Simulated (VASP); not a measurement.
# AlFe (P4/mmm) in VASP: further runs

Runs on AlFe. Level: PBEsol. Tasks: single point.

Everything below comes from runs of VASP 6.6.1. Logs are shortened: lines on timing, memory, paths and dates and some standing lists are left out, and cuts for length are marked.

### 1 The cell of the first run

It takes space group P4/mmm (No. 123, tetragonal). Conventional cell: a = 2.934 Å, b = 2.934 Å, c = 2.675 Å, α = 90.00°, β = 90.00°, γ = 90.00°. Within 3.3 Å of Al (site symmetry 4/mmm) lie 8 Fe at 2.47 Å and 6 Al at 2.67 to 2.93 Å. Fe (site symmetry 4/mmm) has 8 Al at 2.47 Å and 6 Fe at 2.67 to 2.93 Å within 3.3 Å.

### 2 Single point, PBEsol, collinear spin, ferromagnetic start (11.51 Å³/atom)

The input, INCAR:

```
PREC     = Accurate       # precision mode
ENCUT    = 520            # plane-wave cutoff, eV
EDIFF    = 1E-6           # SCF threshold, eV
ISMEAR   = 0              # smearing method
SIGMA    = 0.15           # smearing width, eV
LREAL    = F              # projectors in reciprocal space
LASPH    = T              # aspherical terms in the spheres
NELM     = 150            # most SCF steps
ALGO     = Fast           # electronic algorithm
ISIF     = 2              # what is computed and relaxed
LWAVE    = F              # write WAVECAR
LCHARG   = F              # write CHGCAR
ISPIN    = 2              # spin polarisation
MAGMOM   = 0 0.75         # initial moments
LORBIT   = 11             # projections on sites
LMAXMIX  = 4              # l up to which the mixer works
GGA      = PS             # functional
NBANDS   = 16             # bands
```

The input, KPOINTS:

```
regular mesh
0
Gamma
  18 18 18
```

The input, POSCAR:

```
AlFe
1.0
    2.9342595397      0.0000000000      0.0000000000
    0.0000000000      2.9342595397      0.0000000000
    0.0000000000      0.0000000000      2.6745775704
Al Fe
1 1
Direct
    0.0000000000      0.0000000000      0.0000000000
    0.5000000000      0.5000000000      0.5000000000
```

Potentials or basis: VASP PAW PBE potentials, release 64 (Al, Fe).

On the command line:

```console
cat potpaw_PBE.64/Al/POTCAR potpaw_PBE.64/Fe/POTCAR > POTCAR
mpirun -np 1 vasp_std > vasp.out
```

OUTCAR:

```text
PREC = Accurate
   ENCUT = 520
   EDIFF = 1E-6
   ISMEAR = 0
   LREAL = F
   LASPH = T
   NELM = 150
   ISIF = 2
   ISPIN = 2
   LORBIT = 11
   GGA = PS

 ion  position               nearest neighbor table
   1  0.000  0.000  0.000-   2 2.47   2 2.47   2 2.47   2 2.47   2 2.47   2 2.47   2 2.47   2 2.47

   2  0.500  0.500  0.500-   1 2.47   1 2.47   1 2.47   1 2.47   1 2.47   1 2.47   1 2.47   1 2.47

  LATTYP: Found a simple tetragonal cell.
 ALAT       =     2.9342595397
 C/A-ratio  =     0.9115000000

  Lattice vectors:

 A1 = (   2.9342595397,   0.0000000000,   0.0000000000)
 A2 = (   0.0000000000,   2.9342595397,   0.0000000000)
 A3 = (   0.0000000000,   0.0000000000,   2.6745775704)

Analysis of symmetry for initial positions (statically):
=====================================================================
 Subroutine PRICEL returns:
 Original cell was already a primitive cell.

 Routine SETGRP: Setting up the symmetry group for a
 simple tetragonal supercell.

 Subroutine GETGRP returns: Found 16 space group operations
 (whereof 16 operations were pure point group operations)
 out of a pool of 16 trial point group operations.

The static configuration has the point symmetry D_4h.

Analysis of symmetry for dynamics (positions and initial velocities):
=====================================================================
 Subroutine PRICEL returns:
 Original cell was already a primitive cell.

 Routine SETGRP: Setting up the symmetry group for a
 simple tetragonal supercell.

 Subroutine GETGRP returns: Found 16 space group operations
 (whereof 16 operations were pure point group operations)
 out of a pool of 16 trial point group operations.

The dynamic configuration has the point symmetry D_4h.

Analysis of structural, dynamic, and magnetic symmetry:
=====================================================================
 Subroutine PRICEL returns:
 Original cell was already a primitive cell.

 Routine SETGRP: Setting up the symmetry group for a
 simple tetragonal supercell.

 Subroutine GETGRP returns: Found 16 space group operations
 (whereof 16 operations were pure point group operations)
 out of a pool of 16 trial point group operations.

The overall configuration has the point symmetry D_4h.

 Subroutine INISYM returns: Found 16 space group operations
 (whereof 16 operations are pure point group operations),
 and found     1 'primitive' translations

----------------------------------------------------------------------------------------

                                     Primitive cell

  volume of cell :      23.0278

  direct lattice vectors                    reciprocal lattice vectors
     2.934259540  0.000000000  0.000000000     0.340801482  0.000000000  0.000000000
     0.000000000  2.934259540  0.000000000     0.000000000  0.340801482  0.000000000
     0.000000000  0.000000000  2.674577570     0.000000000  0.000000000  0.373890820

  length of vectors
     2.934259540  2.934259540  2.674577570     0.340801482  0.340801482  0.373890820

  position of ions in fractional coordinates (direct lattice)
     0.000000000  0.000000000  0.000000000
     0.500000000  0.500000000  0.500000000

  ion indices of the primitive-cell ions
   primitive index   ion index
                 1           1
                 2           2

----------------------------------------------------------------------------------------

 KPOINTS: regular mesh

Automatic generation of k-mesh.
 Grid dimensions read from file:
 generate k-points for:   18   18   18

 Generating k-lattice:

  Cartesian coordinates                     Fractional coordinates (reciprocal lattice)
     0.018933416  0.000000000  0.000000000     0.055555556  0.000000000  0.000000000
     0.000000000  0.018933416  0.000000000     0.000000000  0.055555556  0.000000000
     0.000000000  0.000000000  0.020771712     0.000000000  0.000000000  0.055555556

  Length of vectors
     0.018933416  0.018933416  0.020771712

  Shift w.r.t. Gamma in fractional coordinates (k-lattice)
     0.000000000  0.000000000  0.000000000

 Subroutine IBZKPT returns following result:
 ===========================================

 Found    550 irreducible k-points:

 Following reciprocal coordinates:
            Coordinates               Weight
  0.000000  0.000000  0.000000      1.000000
  0.055556  0.000000  0.000000      4.000000
  0.111111  0.000000  0.000000      4.000000
  0.166667  0.000000  0.000000      4.000000
  0.222222  0.000000  0.000000      4.000000
  0.277778  0.000000  0.000000      4.000000
[... 16 lines left out ...]
  0.277778  0.111111  0.000000      8.000000
  0.333333  0.111111  0.000000      8.000000
 [... further k-points ...]
   k-points           NKPTS =    550   k-points in BZ     NKDIM =    550   number of bands    NBANDS=     16
   number of dos      NEDOS =    301   number of ions     NIONS =      2
   total plane-waves  NPLWV =  11520
   dimension x,y,z NGX =    24 NGY =   24 NGZ =   20
   dimension x,y,z NGXF=    48 NGYF=   48 NGZF=   40
   ions per type =               1   1
   NGX,Y,Z   is equivalent  to a cutoff of  13.60, 13.60, 12.43 a.u.
   NGXF,Y,Z  is equivalent  to a cutoff of  27.20, 27.20, 24.86 a.u.
 SYSTEM =  unknown system
   PREC   = accura    normal or accurate (medium, high low for compatibility)
   ISTART =      0    job   : 0-new  1-cont  2-samecut
   ICHARG =      2    charge: 1-file 2-atom 10-const
   ISPIN  =      2    spin polarized calculation?
   LNONCOLLINEAR =      F non collinear calculations
   LSORBIT =      F    spin-orbit coupling
   LASPH  =      T    aspherical Exc in radial PAW
   ENCUT  =  520.0 eV  38.22 Ry    6.18 a.u.   5.46  5.46  4.97*2*pi/ulx,y,z
   NELM   =    150;   NELMIN=  2; NELMDL= -5     # of ELM steps
   EDIFF  = 0.1E-05   stopping-criterion for ELM
   LREAL  =      F    real-space projection
   EDIFFG = 0.1E-04   stopping-criterion for IOM
   NSW    =      0    number of steps for IOM
   IBRION =     -1    ionic relax: 0-MD 1-quasi-New 2-CG
   NFREE  =      0    steps in history (QN), initial steepest desc. (CG)
   ISIF   =      2    stress and relaxation
   ISYM   =      2    0-nonsym 1-usesym 2-fastsym
   POTIM  = 0.5000    time-step for ionic-motion
   TEBEG  =    0.0;   TEEND  =   0.0 temperature during run
   PSTRESS=    0.0 pullay stress
   NELECT =      11.0000    total number of electrons
   NUPDOWN=      -1.0000    fix difference up-down
   EMIN   =  10.00;   EMAX   =-10.00  energy-range for DOS
   EFERMI =   0.00;   METHOD = LEGACY
   ISMEAR =     0;   SIGMA  =   0.15  broadening in eV -4-tet -1-fermi 0-gaus
   EFERMI_NEDOS =   21; number of points for ismear=-14 and -15
   IALGO  =     68    algorithm
   IMIX   =      4    mixing-type and parameters
     AMIX     =   0.40;   BMIX     =  1.00
     AMIX_MAG =   1.60;   BMIX_MAG =  1.00
  volume/ion in A,a.u.               =      11.51        77.70
  Fermi-wavevector in a.u.,A,eV,Ry     =   1.279740  2.418357 22.282720  1.637734
  Thomas-Fermi vector in A             =   2.412208
   LORBIT       =     11    0 simple, 1 ext, 2 COOP (PROOUT), +10 PAW based schemes
   GGA     = PS    functional components
   LHFCALC =     F    Hartree Fock is set to
   AEXX    =    0.0000 exact exchange contribution
   IVDW    =     0    specifies the selected vdW correction
   LEPSILON=     F    determine dielectric tensor
   LRPA    =     F    only Hartree local field effects (RPA)
 spin polarized calculation
 RMM-DIIS sequential band-by-band and
 Gauss-broadening in eV      SIGMA  =   0.15
  energy-cutoff  :      520.00
  volume of cell :       23.03
 maximum number of plane-waves:       642
 NGX is ok and might be reduce to    24
   NGX = 11   NGY = 11   NGZ =  9

 number of electron      11.0000003 magnetization       0.7286288

 Free energy of the ion-electron system (eV)
  ---------------------------------------------------
  ext. energy  EPLUGINS =         0.00000000
  ---------------------------------------------------
  free energy    TOTEN  =       -13.68983457 eV

  energy without entropy =      -13.66553011  energy(sigma->0) =      -13.67768234

 E-fermi :   8.3100     XC(G=0): -12.4058

 val. band max:        8.3096127118   @ k =   0.5000   0.5000   0.0000
 cond. band min:       8.3103754884   @ k =   0.3333   0.1667   0.1667
 fundamental gap:      0.0007627766
 Fermi energy:         8.3099947282

 spin component 1

 k-point     1 :       0.0000    0.0000    0.0000
  band No.  band energies     occupation
      1      -2.3754      1.00000
      2       5.4713      1.00000
      3       5.6123      1.00000
      4       7.7574      1.00000
      5       7.9477      0.99968
      6       7.9477      0.99968
[... 8 lines left out ...]
     15      31.0765      0.00000
     16      31.2057      0.00000
[... 419 lines left out ...]
 k-point    24 :       0.3333    0.1111    0.0000
  band No.  band energies     occupation
      1      -0.2372      1.00000
      2       4.2621      1.00000
      3       5.9735      1.00000
      4       6.8175      1.00000
      5       7.4493      1.00000
      6       7.9368      0.99978
[... 8 lines left out ...]
     15      28.9252      0.00000
     16      30.0267      0.00000

 [... further k-points ...]

 spin component 2

 k-point     1 :       0.0000    0.0000    0.0000
  band No.  band energies     occupation
      1      -2.3530      1.00000
      2       5.9009      1.00000
      3       6.0026      1.00000
      4       8.3678      0.29274
      5       8.8988      0.00000
      6       8.8988      0.00000
[... 8 lines left out ...]
     15      31.1156      0.00000
     16      31.2609      0.00000
[... 419 lines left out ...]
 k-point    24 :       0.3333    0.1111    0.0000
  band No.  band energies     occupation
      1      -0.2157      1.00000
      2       4.4124      1.00000
      3       6.4007      1.00000
      4       7.3162      1.00000
      5       8.3366      0.40105
      6       8.8864      0.00000
[... 8 lines left out ...]
     15      28.9648      0.00000
     16      30.0498      0.00000

 [... further k-points ...]

------------------------ aborting loop because EDIFF is reached ----------------------------------------

  FORCE on cell =-STRESS in cart. coord.  units (eV):
  Direction    XX          YY          ZZ          XY          YZ          ZX
  --------------------------------------------------------------------------------------
  -------------------------------------------------------------------------------------
  Total       -0.3818871     -0.3818871      1.3873730      0.0000000     -0.0000000      0.0000000
  in kB      -26.5701083    -26.5701083     96.5276109      0.0000000     -0.0000000      0.0000000
  external PRESSURE =      14.4624648 kB  Pullay stress =       0.0000000 kB

 VOLUME and BASIS-vectors are now :
 -----------------------------------------------------------------------------
  energy-cutoff  :      520.00
  volume of cell :       23.03
      direct lattice vectors                 reciprocal lattice vectors
     2.934259540  0.000000000  0.000000000     0.340801482  0.000000000  0.000000000
     0.000000000  2.934259540  0.000000000     0.000000000  0.340801482  0.000000000
     0.000000000  0.000000000  2.674577570     0.000000000  0.000000000  0.373890820

 POSITION                                       TOTAL-FORCE (eV/Angst)
 -----------------------------------------------------------------------------------
      0.00000      0.00000      0.00000         0.000000      0.000000      0.000000
      1.46713      1.46713      1.33729         0.000000      0.000000      0.000000
 -----------------------------------------------------------------------------------
    total drift:                                0.000000     -0.000000     -0.000000

  FREE ENERGIE OF THE ION-ELECTRON SYSTEM (eV)
  ---------------------------------------------------
  free  energy   TOTEN  =       -13.6898345739 eV

  energy  without entropy=      -13.6655301143  energy(sigma->0) =      -13.67768234

 total charge

# of ion       s       p       d       tot
------------------------------------------
    1        0.405   0.452   0.000   0.856
    2        0.449   0.533   6.512   7.494
--------------------------------------------------
tot          0.854   0.985   6.512   8.351

 magnetization (x)

# of ion       s       p       d       tot
------------------------------------------
    1       -0.007  -0.015   0.000  -0.023
    2       -0.000   0.006   0.759   0.765
--------------------------------------------------
tot         -0.008  -0.009   0.759   0.742
```

It took 4.3 min on 1 thread of Intel Xeon 8259CL, shared host; peak memory 0.4 GiB.

What came out:

| Item | Value |
| --- | --- |
| Free energy | -13.6898 eV |
| Pressure | 1.4 GPa |
| Net moment | 0.73 μB per cell |
| Site moments | Al -0.02; Fe +0.77 μB |
| Valence electrons inside the program's atomic spheres | Al 0.86; Fe 7.49 |

Stress tensor (GPa, compression positive):
```
-2.66  0.00  0.00
 0.00 -2.66  0.00
 0.00  0.00  9.65
```

Caveat: the stress differs along the axes, from -3 to 10 GPa; the PAW data sets were made with another functional, which shifts forces and pressure a little.

### 3 Single point, PBEsol, collinear spin, ferromagnetic start (11.51 Å³/atom)

The input, INCAR:

```
PREC = Accurate
ENCUT = 520
EDIFF = 1E-6
ISMEAR = 0
SIGMA = 0.15
LREAL = False
LASPH = True
NELM = 150
ALGO = Fast
ISIF = 2
LWAVE = False
LCHARG = True
ISPIN = 2
MAGMOM = 0 0.75
LORBIT = 11
LMAXMIX = 4
GGA = PS
LELF = True
LVHAR = True
NBANDS = 16
```

The input, KPOINTS:

```
Automatic mesh
0
Gamma
  18 18 18
```

The input, POSCAR:

```
AlFe
1.0
    2.5930806451      0.0000000000      0.0000000000
    0.0000000000      2.5930806451      0.0000000000
    0.0000000000      0.0000000000      3.4246816080
Al Fe
1 1
Direct
    0.0000000000      0.0000000000      0.0000000000
    0.5000000000      0.5000000000      0.5000000000
```

Potentials or basis: VASP PAW PBE potentials, release 64 (Al, Fe).

On the command line:

```console
cat potpaw_PBE.64/Al/POTCAR potpaw_PBE.64/Fe/POTCAR > POTCAR
mpirun -np 1 vasp_std > vasp.out
```

Run time: 7 min. Hardware: 1 thread of Intel Xeon 8259CL, shared host; peak memory 0.41 GiB.

It converged, with:

| Quantity | Value |
| --- | --- |
| Free energy | -13.5389 eV |
| Pressure | 9.0 GPa |
| Net moment | 1.43 μB per cell |
| Site moments | Al -0.03; Fe +1.48 μB |
| Valence electrons inside the program's atomic spheres | Al 0.88; Fe 7.47 |

Stress tensor (GPa, compression positive):
```
11.49  0.00  0.00
 0.00 11.49  0.00
 0.00  0.00  4.15
```

Levels at points of the mesh, in eV from the Fermi level:
Spin up:
| k point | band 4 | band 5 | band 6 | band 7 | band 8 | band 9 |
| --- | --- | --- | --- | --- | --- | --- |
| (0.00, 0.00, 0.00) | -1.09 | -1.09 | -0.88 | 0.50 | 6.05 | 9.69 |
| (0.50, 0.00, 0.00) | -2.73 | -1.86 | -0.87 | 1.01 | 5.99 | 6.94 |
| (0.50, 0.50, 0.00) | -2.59 | -1.20 | -1.20 | 0.37 | 4.15 | 5.03 |
| (0.00, 0.00, 0.50) | -1.57 | -1.34 | -1.34 | -0.87 | 9.00 | 12.96 |
| (0.50, 0.00, 0.50) | -2.36 | -1.84 | -1.17 | -1.10 | 2.64 | 2.77 |
| (0.50, 0.50, 0.50) | -0.88 | 0.37 | 2.18 | 3.16 | 3.16 | 4.47 |
Spin down:
| k point | band 2 | band 3 | band 4 | band 5 | band 6 | band 7 | band 8 | band 9 |
| --- | --- | --- | --- | --- | --- | --- | --- | --- |
| (0.00, 0.00, 0.00) | -2.87 | -2.43 | 0.24 | 0.24 | 0.57 | 1.26 | 6.69 | 9.78 |
| (0.50, 0.00, 0.00) | -5.66 | -2.35 | -1.68 | 0.09 | 0.49 | 2.17 | 6.14 | 6.94 |
| (0.50, 0.50, 0.00) | -2.00 | -1.49 | -1.49 | -1.18 | -1.18 | 1.46 | 4.98 | 6.02 |
| (0.00, 0.00, 0.50) | -7.04 | -2.21 | -0.27 | -0.07 | -0.07 | 1.28 | 8.86 | 12.86 |
| (0.50, 0.00, 0.50) | -3.70 | -2.78 | -2.25 | 0.12 | 0.16 | 0.22 | 3.55 | 3.55 |
| (0.50, 0.50, 0.50) | -3.36 | -3.36 | 0.55 | 1.46 | 2.24 | 3.37 | 3.37 | 4.45 |

Caveat: the stress differs along the axes, from 4 to 11 GPa; the PAW data sets were made with another functional, which shifts forces and pressure a little.
